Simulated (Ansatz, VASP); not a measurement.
Given: the input of a run of Ansatz 0.2.0 on SnO.

The input input.yaml:

```yaml
crystal:
  lattice:
    - [3.7880991788, 0.0, 0.0]
    - [0.0, 3.7880991788, 0.0]
    - [0.0, 0.0, 4.8541142359]
  atoms:
    - { symbol: Sn, position: [0.5, 0.0, 0.76462614] }
    - { symbol: Sn, position: [0.0, 0.5, 0.23537386] }
    - { symbol: O, position: [0.0, 0.0, 0.0] }
    - { symbol: O, position: [0.5, 0.5, 0.0] }
kpoints:
  mp_grid: { grid: [7, 7, 6] }
scf:
  occupations: { method: fermi_dirac, width: 0.05 }
hamiltonian:
  xc: lda
  pseudopotentials: { kind: all_electron, lapw: { basis_error: 0.002 } }
output:
  forces: true
  stress: true
  eigenvalues: true
```

Potentials or basis: all-electron LAPW, scalar-relativistic.

Run with:

```sh
$ ansatz run input.yaml --threads 2 --pin off --max-ram 6144MiB --backend cpu --events-out ev --progress --plain --runs-dir out
```

**Question.** Set up the same calculation for VASP 6.6.1. Potentials there: VASP PAW LDA potentials, release 64 (Sn_d, O).

**Answer.** As run (the cutoff follows the program's own potentials):

Contents of INCAR:

```
SYSTEM = SnO
ALGO = Normal
EDIFF = 1E-6
ENCUT = 600
GGA_COMPAT = .False.
ISIF = 2
ISMEAR = -1
LASPH = .True.
LCHARG = .False.
LREAL = .False.
LWAVE = .False.
NBANDS = 28
NELM = 120
PREC = Accurate
SIGMA = 0.05
```

The input KPOINTS:

```
k-points
0
Gamma
  7 7 6
  0 0 0
```

Contents of POSCAR:

```
SnO
1.0
    3.7880991788      0.0000000000      0.0000000000
    0.0000000000      3.7880991788      0.0000000000
    0.0000000000      0.0000000000      4.8541142359
Sn O
2 2
Direct
    0.5000000000      0.0000000000      0.7646261400
    0.0000000000      0.5000000000      0.2353738600
    0.0000000000      0.0000000000      0.0000000000
    0.5000000000      0.5000000000      0.0000000000
```

Potentials or basis: VASP PAW LDA potentials, release 64 (Sn_d, O).

Run with:

```bash
$ cat potpaw_LDA.64/Sn_d/POTCAR potpaw_LDA.64/O/POTCAR > POTCAR
$ mpirun -np 1 vasp_std > vasp.out
```

Both were run:

|  | VASP | Ansatz | Ansatz less VASP |
| --- | --- | --- | --- |
| gap on the k mesh at the Fermi level (eV) | 0.38 | 0.39 | +0.014 |
| least direct gap on the mesh (eV) | 1.96 | 2.01 | +0.048 |
| pressure (GPa) | -1.2 | -1.4 | -0.26 |
| rms of the force components (eV/Å) | 0.062 | 0.017 | -0.0449 |

LDA's correlation is that of Perdew and Zunger in VASP and of Perdew and Wang (1992) in Ansatz. Atom by atom the forces differ by 0.045 eV/Å (rms over components). Ansatz ran all-electron here, and VASP with PAW potentials.
